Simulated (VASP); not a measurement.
# Sb (Fm-3m) in VASP: further runs

The runs below take Sb through electric field gradients, with PBE.

All numbers are computed with VASP 6.6.1; they aren't measurements. Logs are shortened: lines on timing, memory, paths and dates and some standing lists are left out, and cuts for length are marked.

## (1) The cell of the first run

It takes space group Fm-3m (No. 225, cubic). The conventional cell has a = 4.532 Å, b = 4.532 Å, c = 4.532 Å, α = 90.00°, β = 90.00°, γ = 90.00°. Within 4.2 Å of Sb (site symmetry m-3m) lie 12 Sb at 3.20 Å.

## (2) Electric field gradients, PBE (volume scaled by 0.95)

The input, INCAR:

```
SYSTEM = Sb
  PREC = Accurate
  ENCUT = 520
  EDIFF = 1E-8
  ISMEAR = -1
  SIGMA = 0.05
  LREAL = .FALSE.
  LASPH = .TRUE.
  NELM = 80
  ALGO = Normal
  ISIF = 2
  LWAVE = .FALSE.
  LCHARG = .FALSE.
  GGA = PE
  LEFG = .TRUE.
  NBANDS = 8
```

The input, KPOINTS:

```
Automatic mesh
0
G
  12 12 12
  0 0 0
```

The input, POSCAR:

```
Sb
1.0
    0.0000000000      2.2659246546      2.2659246546
    2.2659246546      0.0000000000      2.2659246546
    2.2659246546      2.2659246546      0.0000000000
Sb
1
Direct
    0.0000000000      0.0000000000      0.0000000000
```

Potentials or basis: VASP PAW PBE potentials, release 64 (Sb).

Launch:

```console
$ cat potpaw_PBE.64/Sb/POTCAR > POTCAR
$ mpirun -np 1 vasp_std > vasp.out
```

OUTCAR:

```text
SYSTEM = Sb
   PREC = Accurate
   ENCUT = 520
   EDIFF = 1E-8
   ISMEAR = -1
   LREAL = .FALSE.
   LASPH = .TRUE.
   NELM = 80
   ISIF = 2
   GGA = PE

 ion  position               nearest neighbor table
   1  0.000  0.000  0.000-

  LATTYP: Found a face centered cubic cell.
 ALAT       =     4.5318493092

  Lattice vectors:

 A1 = (   0.0000000000,   2.2659246546,   2.2659246546)
 A2 = (   2.2659246546,   0.0000000000,   2.2659246546)
 A3 = (   2.2659246546,   2.2659246546,   0.0000000000)

Analysis of symmetry for initial positions (statically):
=====================================================================
 Subroutine PRICEL returns:
 Original cell was already a primitive cell.

 Routine SETGRP: Setting up the symmetry group for a
 face centered cubic supercell.

 Subroutine GETGRP returns: Found 48 space group operations
 (whereof 48 operations were pure point group operations)
 out of a pool of 48 trial point group operations.

The static configuration has the point symmetry O_h .

Analysis of symmetry for dynamics (positions and initial velocities):
=====================================================================
 Subroutine PRICEL returns:
 Original cell was already a primitive cell.

 Routine SETGRP: Setting up the symmetry group for a
 face centered cubic supercell.

 Subroutine GETGRP returns: Found 48 space group operations
 (whereof 48 operations were pure point group operations)
 out of a pool of 48 trial point group operations.

The dynamic configuration has the point symmetry O_h .

 Subroutine INISYM returns: Found 48 space group operations
 (whereof 48 operations are pure point group operations),
 and found     1 'primitive' translations

----------------------------------------------------------------------------------------

                                     Primitive cell

  volume of cell :      23.2684

  direct lattice vectors                    reciprocal lattice vectors
     0.000000000  2.265924655  2.265924655    -0.220660470  0.220660470  0.220660470
     2.265924655  0.000000000  2.265924655     0.220660470 -0.220660470  0.220660470
     2.265924655  2.265924655  0.000000000     0.220660470  0.220660470 -0.220660470

  length of vectors
     3.204501378  3.204501378  3.204501378     0.382195146  0.382195146  0.382195146

  position of ions in fractional coordinates (direct lattice)
     0.000000000  0.000000000  0.000000000

  ion indices of the primitive-cell ions
   primitive index   ion index
                 1           1

----------------------------------------------------------------------------------------

 KPOINTS: Automatic mesh

Automatic generation of k-mesh.
 Grid dimensions read from file:
 generate k-points for:   12   12   12

 Generating k-lattice:

  Cartesian coordinates                     Fractional coordinates (reciprocal lattice)
    -0.018388373  0.018388373  0.018388373     0.083333333  0.000000000  0.000000000
     0.018388373 -0.018388373  0.018388373     0.000000000  0.083333333  0.000000000
     0.018388373  0.018388373 -0.018388373     0.000000000  0.000000000  0.083333333

  Length of vectors
     0.031849595  0.031849595  0.031849595

  Shift w.r.t. Gamma in fractional coordinates (k-lattice)
     0.000000000  0.000000000  0.000000000

 Subroutine IBZKPT returns following result:
 ===========================================

 Found     72 irreducible k-points:

 Following reciprocal coordinates:
            Coordinates               Weight
  0.000000  0.000000  0.000000      1.000000
  0.083333  0.000000  0.000000      8.000000
  0.166667  0.000000  0.000000      8.000000
  0.250000  0.000000  0.000000      8.000000
  0.333333  0.000000  0.000000      8.000000
  0.416667  0.000000  0.000000      8.000000
[... 16 lines left out ...]
  0.500000  0.166667  0.000000     24.000000
 -0.416667  0.166667  0.000000     24.000000
 [... further k-points ...]
   k-points           NKPTS =     72   k-points in BZ     NKDIM =     72   number of bands    NBANDS=      8
   number of dos      NEDOS =    301   number of ions     NIONS =      1
   total plane-waves  NPLWV =  13824
   dimension x,y,z NGX =    24 NGY =   24 NGZ =   24
   dimension x,y,z NGXF=    48 NGYF=   48 NGZF=   48
   ions per type =               1
   NGX,Y,Z   is equivalent  to a cutoff of  12.45, 12.45, 12.45 a.u.
   NGXF,Y,Z  is equivalent  to a cutoff of  24.90, 24.90, 24.90 a.u.
 SYSTEM =  Sb
   PREC   = accura    normal or accurate (medium, high low for compatibility)
   ISTART =      0    job   : 0-new  1-cont  2-samecut
   ICHARG =      2    charge: 1-file 2-atom 10-const
   ISPIN  =      1    spin polarized calculation?
   LNONCOLLINEAR =      F non collinear calculations
   LSORBIT =      F    spin-orbit coupling
   LASPH  =      T    aspherical Exc in radial PAW
   ENCUT  =  520.0 eV  38.22 Ry    6.18 a.u.   5.96  5.96  5.96*2*pi/ulx,y,z
   NELM   =     80;   NELMIN=  2; NELMDL= -5     # of ELM steps
   EDIFF  = 0.1E-07   stopping-criterion for ELM
   LREAL  =      F    real-space projection
   EDIFFG = 0.1E-06   stopping-criterion for IOM
   NSW    =      0    number of steps for IOM
   IBRION =     -1    ionic relax: 0-MD 1-quasi-New 2-CG
   NFREE  =      0    steps in history (QN), initial steepest desc. (CG)
   ISIF   =      2    stress and relaxation
   ISYM   =      2    0-nonsym 1-usesym 2-fastsym
   POTIM  = 0.5000    time-step for ionic-motion
   TEBEG  =    0.0;   TEEND  =   0.0 temperature during run
   PSTRESS=    0.0 pullay stress
   NELECT =       5.0000    total number of electrons
   NUPDOWN=      -1.0000    fix difference up-down
   EMIN   =  10.00;   EMAX   =-10.00  energy-range for DOS
   EFERMI =   0.00;   METHOD = LEGACY
   ISMEAR =    -1;   SIGMA  =   0.05  broadening in eV -4-tet -1-fermi 0-gaus
   EFERMI_NEDOS =   21; number of points for ismear=-14 and -15
   IALGO  =     38    algorithm
   IMIX   =      4    mixing-type and parameters
     AMIX     =   0.40;   BMIX     =  1.00
     AMIX_MAG =   1.60;   BMIX_MAG =  1.00
  volume/ion in A,a.u.               =      23.27       157.02
  Fermi-wavevector in a.u.,A,eV,Ry     =   0.980564  1.852998 13.082086  0.961506
  Thomas-Fermi vector in A             =   2.111504
   LORBIT       =      0    0 simple, 1 ext, 2 COOP (PROOUT), +10 PAW based schemes
   GGA     = PE    functional components
   LHFCALC =     F    Hartree Fock is set to
   AEXX    =    0.0000 exact exchange contribution
   IVDW    =     0    specifies the selected vdW correction
   LEPSILON=     F    determine dielectric tensor
   LRPA    =     F    only Hartree local field effects (RPA)
 non-spin polarized calculation
  energy-cutoff  :      520.00
  volume of cell :       23.27
 maximum number of plane-waves:       642
   NGX = 11   NGY = 11   NGZ = 11

 number of electron       5.0000000 magnetization

 Free energy of the ion-electron system (eV)
  ---------------------------------------------------
  ext. energy  EPLUGINS =         0.00000000
  ---------------------------------------------------
  free energy    TOTEN  =        -3.66493687 eV

  energy without entropy =       -3.66016183  energy(sigma->0) =       -3.66254935

 E-fermi :  10.6365     XC(G=0): -10.8859

 val. band max:       10.6152923738   @ k =   0.4167   0.3333   0.0000
 cond. band min:      10.6600127337   @ k =  -0.3333   0.3333   0.1667
 fundamental gap:      0.0447203599
 Fermi energy:        10.6365124520

 k-point     1 :       0.0000    0.0000    0.0000
  band No.  band energies     occupation
      1      -3.6064      2.00000
      2      17.0291      0.00000
      3      17.0291      0.00000
      4      17.0291      0.00000
      5      20.7512      0.00000
      6      21.0122      0.00000
      7      21.0122      0.00000
      8      21.0122      0.00000

 k-point     2 :       0.0833    0.0000    0.0000
  band No.  band energies     occupation
      1      -3.4489      2.00000
      2      15.4598      0.00000
      3      16.7828      0.00000
      4      16.7828      0.00000
      5      19.8604      0.00000
      6      21.3929      0.00000
      7      21.3929      0.00000
      8      23.0039      0.00000

 k-point     3 :       0.1667    0.0000    0.0000
  band No.  band energies     occupation
      1      -2.9774      2.00000
      2      12.6402      0.00000
      3      16.2586      0.00000
      4      16.2586      0.00000
      5      19.5045      0.00000
      6      22.0301      0.00000
      7      22.0301      0.00000
      8      23.5447      0.00000

 k-point     4 :       0.2500    0.0000    0.0000
  band No.  band energies     occupation
      1      -2.1965      2.00000
      2       9.7857      2.00000
      3      15.7241      0.00000
      4      15.7241      0.00000
      5      19.3301      0.00000
      6      21.5051      0.00000
      7      21.5051      0.00000
      8      22.6253      0.00000

 k-point     5 :       0.3333    0.0000    0.0000
  band No.  band energies     occupation
      1      -1.1245      2.00000
      2       7.1615      2.00000
      3      15.2994      0.00000
      4      15.2994      0.00000
      5      19.3268      0.00000
      6      20.7271      0.00000
      7      20.7271      0.00000
      8      21.5076      0.00000

 k-point     6 :       0.4167    0.0000    0.0000
  band No.  band energies     occupation
      1       0.1533      2.00000
      2       4.9313      2.00000
      3      15.0317      0.00000
      4      15.0317      0.00000
      5      19.5065      0.00000
      6      20.2162      0.00000
      7      20.2162      0.00000
      8      20.6388      0.00000

 k-point     7 :       0.5000    0.0000    0.0000
  band No.  band energies     occupation
      1       1.0186      2.00000
      2       3.7454      2.00000
      3      14.9407      0.00000
      4      14.9407      0.00000
      5      19.7528      0.00000
      6      20.0414      0.00000
      7      20.0414      0.00000
      8      20.1612      0.00000
[... 133 lines left out ...]
 k-point    20 :       0.2500    0.1667    0.0000
  band No.  band energies     occupation
      1      -2.1923      2.00000
      2      11.9348      0.00000
      3      13.7815      0.00000
      4      14.3031      0.00000
      5      17.6709      0.00000
      6      18.8759      0.00000
      7      24.3904      0.00000
      8      24.7072      0.00000

 k-point    21 :       0.3333    0.1667    0.0000
  band No.  band energies     occupation
      1      -1.3138      2.00000
      2       9.2830      2.00000
      3      13.3644      0.00000
      4      13.4554      0.00000
      5      17.3495      0.00000
      6      19.9821      0.00000
      7      23.8767      0.00000
      8      24.1828      0.00000

 k-point    22 :       0.4167    0.1667    0.0000
  band No.  band energies     occupation
      1      -0.1640      2.00000
      2       6.8480      2.00000
      3      12.5356      0.00000
      4      13.2418      0.00000
      5      17.0757      0.00000
      6      21.7338      0.00000
      7      22.9933      0.00000
      8      23.9799      0.00000

 k-point    23 :       0.5000    0.1667    0.0000
  band No.  band energies     occupation
      1       1.0902      2.00000
      2       4.8883      2.00000
      3      11.7578      0.00000
      4      13.4260      0.00000
      5      17.1250      0.00000
      6      22.2949      0.00000
      7      22.5782      0.00000
      8      24.6565      0.00000

 k-point    24 :      -0.4167    0.1667    0.0000
  band No.  band energies     occupation
      1       1.3953      2.00000
      2       4.4901      2.00000
      3      11.2160      0.00002
      4      13.9103      0.00000
      5      17.4841      0.00000
      6      21.8225      0.00000
      7      22.2975      0.00000
      8      25.2469      0.00000

 [... further k-points ...]
[... 5 lines left out ...]
  --------------------------------------------------------------------------------------
  -------------------------------------------------------------------------------------
  Total        2.0316303      2.0316303      2.0316303      0.0000000      0.0000000      0.0000000
  in kB      139.8907085    139.8907085    139.8907085      0.0000000      0.0000000      0.0000000
  external PRESSURE =     139.8907085 kB  Pullay stress =       0.0000000 kB

 VOLUME and BASIS-vectors are now :
 -----------------------------------------------------------------------------
  energy-cutoff  :      520.00
  volume of cell :       23.27
      direct lattice vectors                 reciprocal lattice vectors
     0.000000000  2.265924655  2.265924655    -0.220660470  0.220660470  0.220660470
     2.265924655  0.000000000  2.265924655     0.220660470 -0.220660470  0.220660470
     2.265924655  2.265924655  0.000000000     0.220660470  0.220660470 -0.220660470

 POSITION                                       TOTAL-FORCE (eV/Angst)
 -----------------------------------------------------------------------------------
      0.00000      0.00000      0.00000         0.000000      0.000000      0.000000
 -----------------------------------------------------------------------------------
    total drift:                                0.000000      0.000000     -0.000000

  FREE ENERGIE OF THE ION-ELECTRON SYSTEM (eV)
  ---------------------------------------------------
  free  energy   TOTEN  =        -3.6649368731 eV

  energy  without entropy=       -3.6601618301  energy(sigma->0) =       -3.66254935

 Electric field gradients (V/A^2)
---------------------------------------------------------------------
 ion       V_xx      V_yy      V_zz      V_xy      V_xz      V_yz
---------------------------------------------------------------------
   1       0.000    -0.000    -0.000     0.000     0.000     0.000
---------------------------------------------------------------------

 Electric field gradients after diagonalization (V/A^2)
 (convention: |V_zz| > |V_xx| > |V_yy|)
----------------------------------------------------------------------
 ion       V_xx      V_yy      V_zz     asymmetry (V_yy - V_xx)/ V_zz
----------------------------------------------------------------------
   1      -0.000    -0.000     0.000       0.000
----------------------------------------------------------------------

           NMR quadrupolar parameters

 Cq : quadrupolar parameter    Cq=e*Q*V_zz/h
 eta: asymmetry parameters     (V_yy - V_xx)/ V_zz
 Q  : nuclear electric quadrupole moment in mb (millibarn)
----------------------------------------------------------------------
 ion       Cq(MHz)       eta       Q (mb)
----------------------------------------------------------------------
   1       0.000       0.000       1.000
----------------------------------------------------------------------
```

It took 7.9 s on 1 thread of Intel Xeon Platinum 8488C (Sapphire Rapids), shared host; peak memory 0.14 GiB.

What came out:

```
Free energy : -3.6649 eV
Pressure    : 14.0 GPa
```

Levels at points of the mesh, in eV from the Fermi level:
```csv
k point,band 1,band 2,band 3,band 4,band 5
"(0.00, 0.00, 0.00)",-14.24,6.39,6.39,6.39,10.11
"(0.50, 0.00, 0.00)",-9.62,-6.89,4.30,4.30,9.12
"(0.50, 0.50, 0.00)",-7.54,-5.84,0.33,0.33,4.24
```

Caveat: without QUAD_EFG the Cq values of the log hold for a quadrupole moment of 1 mb, not for the nuclei; spin-orbit coupling is left out, which moves the levels of the heavy elements.

## (3) Electric field gradients, PBE (volume scaled by 0.98)

The input, INCAR:

```
  ALGO = Normal
  EDIFF = 1E-8
  ENCUT = 520
  GGA = PE
  ISIF = 2
  ISMEAR = -1
  LASPH = T
  LCHARG = F
  LEFG = T
  LREAL = F
  LWAVE = F
  NBANDS = 8
  NELM = 100
  PREC = Accurate
  SIGMA = 0.05
```

The input, KPOINTS:

```
k-points
0
Gamma
  12 12 12
```

The input, POSCAR:

```
Sb
1.0
    0.0000000000      2.2895297352      2.2895297352
    2.2895297352      0.0000000000      2.2895297352
    2.2895297352      2.2895297352      0.0000000000
Sb
1
Direct
    0.0000000000      0.0000000000      0.0000000000
```

Potentials or basis: VASP PAW PBE potentials, release 64 (Sb).

Launch:

```console
$ cat potpaw_PBE.64/Sb/POTCAR > POTCAR
$ mpirun -np 1 vasp_std > vasp.out
```

OUTCAR:

```text
EDIFF = 1E-8
   ENCUT = 520
   GGA = PE
   ISIF = 2
   ISMEAR = -1
   LASPH = T
   LREAL = F
   NELM = 100
   PREC = Accurate

 ion  position               nearest neighbor table
   1  0.000  0.000  0.000-

  LATTYP: Found a face centered cubic cell.
 ALAT       =     4.5790594704

  Lattice vectors:

 A1 = (   0.0000000000,   2.2895297352,   2.2895297352)
 A2 = (   2.2895297352,   0.0000000000,   2.2895297352)
 A3 = (   2.2895297352,   2.2895297352,   0.0000000000)

Analysis of symmetry for initial positions (statically):
=====================================================================
 Subroutine PRICEL returns:
 Original cell was already a primitive cell.

 Routine SETGRP: Setting up the symmetry group for a
 face centered cubic supercell.

 Subroutine GETGRP returns: Found 48 space group operations
[... 443 lines left out ...]
  external PRESSURE =     105.4980112 kB  Pullay stress =       0.0000000 kB

 VOLUME and BASIS-vectors are now :
 -----------------------------------------------------------------------------
  energy-cutoff  :      520.00
  volume of cell :       24.00
      direct lattice vectors                 reciprocal lattice vectors
     0.000000000  2.289529735  2.289529735    -0.218385458  0.218385458  0.218385458
     2.289529735  0.000000000  2.289529735     0.218385458 -0.218385458  0.218385458
     2.289529735  2.289529735  0.000000000     0.218385458  0.218385458 -0.218385458

 POSITION                                       TOTAL-FORCE (eV/Angst)
 -----------------------------------------------------------------------------------
      0.00000      0.00000      0.00000        -0.000000      0.000000      0.000000
 -----------------------------------------------------------------------------------
    total drift:                                0.000000      0.000000      0.000000

  FREE ENERGIE OF THE ION-ELECTRON SYSTEM (eV)
  ---------------------------------------------------
  free  energy   TOTEN  =        -3.7209737017 eV

  energy  without entropy=       -3.7152482709  energy(sigma->0) =       -3.71811099

 Electric field gradients (V/A^2)
---------------------------------------------------------------------
 ion       V_xx      V_yy      V_zz      V_xy      V_xz      V_yz
---------------------------------------------------------------------
   1       0.000     0.000    -0.000     0.000     0.000     0.000
---------------------------------------------------------------------

 Electric field gradients after diagonalization (V/A^2)
 (convention: |V_zz| > |V_xx| > |V_yy|)
----------------------------------------------------------------------
 ion       V_xx      V_yy      V_zz     asymmetry (V_yy - V_xx)/ V_zz
----------------------------------------------------------------------
   1      -0.000    -0.000     0.000       0.000
----------------------------------------------------------------------

           NMR quadrupolar parameters

 Cq : quadrupolar parameter    Cq=e*Q*V_zz/h
 eta: asymmetry parameters     (V_yy - V_xx)/ V_zz
 Q  : nuclear electric quadrupole moment in mb (millibarn)
----------------------------------------------------------------------
 ion       Cq(MHz)       eta       Q (mb)
----------------------------------------------------------------------
   1       0.000       0.000       1.000
----------------------------------------------------------------------
```

stdout:

```text
POSCAR found type information on POSCAR Sb
 POSCAR found :  1 types and       1 ions
 scaLAPACK will be used
 LDA part: xc-table for (Slater+PW92), standard interpolation
 POSCAR, INCAR and KPOINTS ok, starting setup
 FFT: planning ... GRIDC
 FFT: planning ... GRID_SOFT
 FFT: planning ... GRID
 WAVECAR not read
 entering main loop
ion   1
```

It took 8.6 s on 1 thread of Intel Xeon Platinum 8488C (Sapphire Rapids), shared host; peak memory 0.14 GiB.

Results:

* Free energy: -3.7210 eV
* Pressure: 10.5 GPa

Caveat: without QUAD_EFG the Cq values of the log hold for a quadrupole moment of 1 mb, not for the nuclei; spin-orbit coupling is left out, which moves the levels of the heavy elements.

(Part 1 of 3 ends here.)
